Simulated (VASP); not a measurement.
The system is NaH.

```
CELL_PARAMETERS angstrom
0.00000 2.44000 2.44000
2.44000 0.00000 2.44000
2.44000 2.44000 0.00000
ATOMIC_POSITIONS crystal
Na 0.00000 0.00000 0.00000
H 0.50000 0.50000 0.50000
```

```yaml
Program: VASP 6.6.1
Task: relaxation of cell and atoms
Functional: PBEsol
Potentials_or_basis: VASP PAW PBE potentials, release 64 (Na_pv, H)
Cutoff: 600 eV
k_mesh: 10 × 10 × 10
Occupations: fermi-dirac, width 0.02 eV
Spin: no spin polarisation
```

At the start: pressure -1.2 GPa; volume 14.53 Å³/atom.

**Question.** Where does the relaxation end?

**Answer.** Over 4 steps the energy falls by 2.9 meV/atom and the volume is 13.76 Å³/atom (-5.3 %); space group Fm-3m (No. 225, to 0.05 Å).

Step by step:
```tsv
step	energy change (eV)	largest force (eV/Å)	pressure (GPa)	volume (Å³)
1	0.0000	0.0000	-1.19	29.05
2	-0.0029	0.0000	-0.84	28.60
3	-0.0056	0.0000	-0.24	27.82
4	-0.0058	0.0000	0.02	27.52
```

Final structure:
```
CELL_PARAMETERS angstrom
0.00000 2.39633 2.39633
2.39633 0.00000 2.39633
2.39633 2.39633 0.00000
ATOMIC_POSITIONS crystal
Na 0.00000 0.00000 0.00000
H 0.50000 0.50000 0.50000
```

Caveat: the PAW data sets were made with another functional, which shifts forces and pressure a little.
